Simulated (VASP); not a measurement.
# Cu (Cmcm) in VASP: further runs, part 2 of 2

VASP 6.6.1. Earlier steps stand in the parts before.

## 4. Single point, LDA

File INCAR:

```
ALGO = Normal ; EDIFF = 1E-6
ENCUT = 520 ; GGA = CA
ISIF = 2 ; ISMEAR = 1
LASPH = True ; LCHARG = False
LREAL = False ; LWAVE = False
NBANDS = 18 ; NELM = 60
PREC = Accurate ; SIGMA = 0.2
```

File KPOINTS:

```
k-points
0
Gamma
  13 13 12
```

File POSCAR:

```
Cu
1.0
    1.2184640000     -3.9763780000      0.0000000000
    1.2184640000      3.9763780000      0.0000000000
    0.0000000000      0.0000000000      2.4754960000
Cu
2
Direct
    0.1338670000      0.8661330000      0.2500000000
    0.8661330000      0.1338670000      0.7500000000
```

Potentials or basis: VASP PAW LDA potentials, release 64 (Cu).

On the command line:

```
cat potpaw_LDA.64/Cu/POTCAR > POTCAR
mpirun -np 1 vasp_std > vasp.out
```

OUTCAR:

```text
EDIFF = 1E-6
   ENCUT = 520
   GGA = CA
   ISIF = 2
   ISMEAR = 1
   LASPH = True
   LREAL = False
   NELM = 60
   PREC = Accurate

 ion  position               nearest neighbor table
   1  0.134  0.866  0.250-   2 2.46   2 2.46   2 2.54   2 2.54   2 2.54   2 2.54
   2  0.866  0.134  0.750-   1 2.46   1 2.46   1 2.54   1 2.54   1 2.54   1 2.54

  LATTYP: Found a base centered orthorhombic cell.
 ALAT       =     2.4369280000
 B/A-ratio  =     3.2634349476
 C/A-ratio  =     1.0158264832

  Lattice vectors:

 A1 = (   1.2184640000,  -3.9763780000,   0.0000000000)
 A2 = (   1.2184640000,   3.9763780000,   0.0000000000)
 A3 = (   0.0000000000,   0.0000000000,   2.4754960000)

Analysis of symmetry for initial positions (statically):
=====================================================================
 Subroutine PRICEL returns:
 Original cell was already a primitive cell.

 Routine SETGRP: Setting up the symmetry group for a
 base centered orthorhombic supercell.

 Subroutine GETGRP returns: Found  8 space group operations
 (whereof  4 operations were pure point group operations)
 out of a pool of  8 trial point group operations.

The static configuration has the point symmetry C_2h.
 The point group associated with its full space group is D_2h.

Analysis of symmetry for dynamics (positions and initial velocities):
=====================================================================
 Subroutine PRICEL returns:
 Original cell was already a primitive cell.

 Routine SETGRP: Setting up the symmetry group for a
 base centered orthorhombic supercell.

 Subroutine GETGRP returns: Found  8 space group operations
 (whereof  4 operations were pure point group operations)
 out of a pool of  8 trial point group operations.

The dynamic configuration has the point symmetry C_2h.
 The point group associated with its full space group is D_2h.

[... 113 lines left out ...]
   ISMEAR =     1;   SIGMA  =   0.20  broadening in eV -4-tet -1-fermi 0-gaus
   EFERMI_NEDOS =   21; number of points for ismear=-14 and -15
   IALGO  =     38    algorithm
   IMIX   =      4    mixing-type and parameters
     AMIX     =   0.40;   BMIX     =  1.00
     AMIX_MAG =   1.60;   BMIX_MAG =  1.00
  volume/ion in A,a.u.               =      11.99        80.94
  Fermi-wavevector in a.u.,A,eV,Ry     =   1.590565  3.005733 34.421356  2.529898
  Thomas-Fermi vector in A             =   2.689241
   LORBIT       =      0    0 simple, 1 ext, 2 COOP (PROOUT), +10 PAW based schemes
   GGA     = CA    functional components
   LHFCALC =     F    Hartree Fock is set to
   AEXX    =    0.0000 exact exchange contribution
   IVDW    =     0    specifies the selected vdW correction
   LEPSILON=     F    determine dielectric tensor
   LRPA    =     F    only Hartree local field effects (RPA)
 non-spin polarized calculation
 Methfessel and Paxton  Order N= 1 SIGMA  =   0.20
  energy-cutoff  :      520.00
  volume of cell :       23.99
 maximum number of plane-waves:       671
   NGX = 15   NGY = 15   NGZ =  9

 number of electron      21.9999989 magnetization

 Free energy of the ion-electron system (eV)
  ---------------------------------------------------
  ext. energy  EPLUGINS =         0.00000000
  ---------------------------------------------------
  free energy    TOTEN  =        -9.07354232 eV

  energy without entropy =       -9.07430781  energy(sigma->0) =       -9.07379748

 E-fermi :   7.1218     XC(G=0): -12.9744

 val. band max:        7.1165479132   @ k =   0.0000   0.0000   0.5000
 cond. band min:       7.1333682793   @ k =  -0.2308   0.1538   0.5000
 fundamental gap:      0.0168203662
 Fermi energy:         7.1217699910

 k-point     1 :       0.0000    0.0000    0.0000
  band No.  band energies     occupation
      1      -2.0921      2.00000
      2       2.1481      2.00000
      3       2.8865      2.00000
      4       3.3641      2.00000
      5       4.0776      2.00000
      6       4.3455      2.00000
[... 481 lines left out ...]
      5       3.9536      2.00000
      6       4.3573      2.00000
[... 10 lines left out ...]
     17      27.9394      0.00000
     18      29.0635      0.00000

 [... further k-points ...]

------------------------ aborting loop because EDIFF is reached ----------------------------------------

  FORCE on cell =-STRESS in cart. coord.  units (eV):
  Direction    XX          YY          ZZ          XY          YZ          ZX
  --------------------------------------------------------------------------------------
  -------------------------------------------------------------------------------------
  Total       -0.9444155     -1.1083792     -0.9951341      0.0000000     -0.0000000      0.0000000
  in kB      -63.0784625    -74.0297622    -66.4660070      0.0000000     -0.0000000      0.0000000
  external PRESSURE =     -67.8580773 kB  Pullay stress =       0.0000000 kB

 VOLUME and BASIS-vectors are now :
 -----------------------------------------------------------------------------
  energy-cutoff  :      520.00
  volume of cell :       23.99
      direct lattice vectors                 reciprocal lattice vectors
     1.218464000 -3.976378000  0.000000000     0.410352706 -0.125742573  0.000000000
     1.218464000  3.976378000  0.000000000     0.410352706  0.125742573  0.000000000
     0.000000000  0.000000000  2.475496000     0.000000000  0.000000000  0.403959449

 POSITION                                       TOTAL-FORCE (eV/Angst)
 -----------------------------------------------------------------------------------
      1.21846      2.91177      0.61887         0.000000     -0.046476      0.000000
      1.21846     -2.91177      1.85662         0.000000      0.046476     -0.000000
 -----------------------------------------------------------------------------------
    total drift:                                0.000000     -0.000000      0.000000

  FREE ENERGIE OF THE ION-ELECTRON SYSTEM (eV)
  ---------------------------------------------------
  free  energy   TOTEN  =        -9.0735423220 eV

  energy  without entropy=       -9.0743078089  energy(sigma->0) =       -9.07379748
```

Wall time 70 s (1 thread of Intel Xeon Platinum 8488C (Sapphire Rapids), shared host); peak memory 0.21 GiB.

What came out:

| Quantity | Value |
| --- | --- |
| Free energy | -9.0735 eV |
| Pressure | -6.8 GPa |
| Largest force | 0.046 eV/Å |
| Band gap on the k mesh | zero (band 11 reaches 11.10 eV, above the bottom of band 12 at 5.47 eV) |

Forces in eV/Å, atoms in the order of the input:
```
Cu   0.000 -0.046  0.000
Cu   0.000  0.046  0.000
```

Stress tensor (GPa, compression positive):
```
-6.31  0.00  0.00
 0.00 -7.40  0.00
 0.00  0.00 -6.65
```

## 5. Single point, LDA

File INCAR:

```
SYSTEM = Cu
  ALGO = Normal
  EDIFF = 1E-6
  ENCUT = 520
  GGA = CA
  ISIF = 2
  ISMEAR = 1
  LASPH = .True.
  LCHARG = .True.
  LELF = .True.
  LREAL = .False.
  LVHAR = .True.
  LWAVE = .False.
  NBANDS = 18
  NELM = 60
  PREC = Accurate
  SIGMA = 0.1
```

File KPOINTS:

```
k-points
0
Gamma
  13 13 12
  0 0 0
```

POSCAR is that of step 4.

On the command line:

```
cat potpaw_LDA.64/Cu/POTCAR > POTCAR
mpirun -np 1 vasp_std > vasp.out
```

Wall time 73 s (1 thread of Intel Xeon Platinum 8488C (Sapphire Rapids), shared host); peak memory 0.23 GiB.

It converged, with:

```
Free energy            : -9.0736 eV
Pressure               : -6.8 GPa
Largest force          : 0.049 eV/Å
Band gap on the k mesh : zero (band 11 reaches 11.10 eV, above the bottom of band 12 at 5.47 eV)
```

Forces on the atoms (eV/Å):
```
Cu   0.000 -0.049  0.000
Cu   0.000  0.049  0.000
```

Stress tensor (GPa, compression positive):
```
-6.41  0.00  0.00
 0.00 -7.33  0.00
 0.00  0.00 -6.68
```

Levels at points of the mesh, in eV from the Fermi level:
| k point | band 8 | band 9 | band 10 | band 11 | band 12 | band 13 | band 14 | band 15 |
| --- | --- | --- | --- | --- | --- | --- | --- | --- |
| (0.00, 0.00, 0.00) | -2.04 | -1.85 | -1.71 | -1.46 | -0.02 | 4.79 | 14.70 | 18.34 |
| (0.00, 0.00, 0.50) | -2.74 | -1.73 | -1.73 | -0.01 | -0.01 | 8.20 | 8.20 | 9.42 |

## 6. Summary

| smearing | gap on the mesh (eV) | pressure (GPa) | largest force (eV/Å) |
| --- | --- | --- | --- |
| methfessel-paxton 0.5 eV | none | -6.6 | 0.04 |
| methfessel-paxton 0.3 eV | none | -6.9 | 0.05 |
| methfessel-paxton 0.2 eV | none | -6.8 | 0.05 |
| methfessel-paxton 0.1 eV | none | -6.8 | 0.05 |

Alike in all rows: task single point; level LDA; potentials or basis VASP PAW LDA potentials, release 64 (Cu); no spin polarisation; cell as given; k mesh 13 × 13 × 12; cutoff (eV) 520.

Every run on the cell as given and a fine mesh finds a metal.

Absolute energies hang on the potentials; compare differences alone.
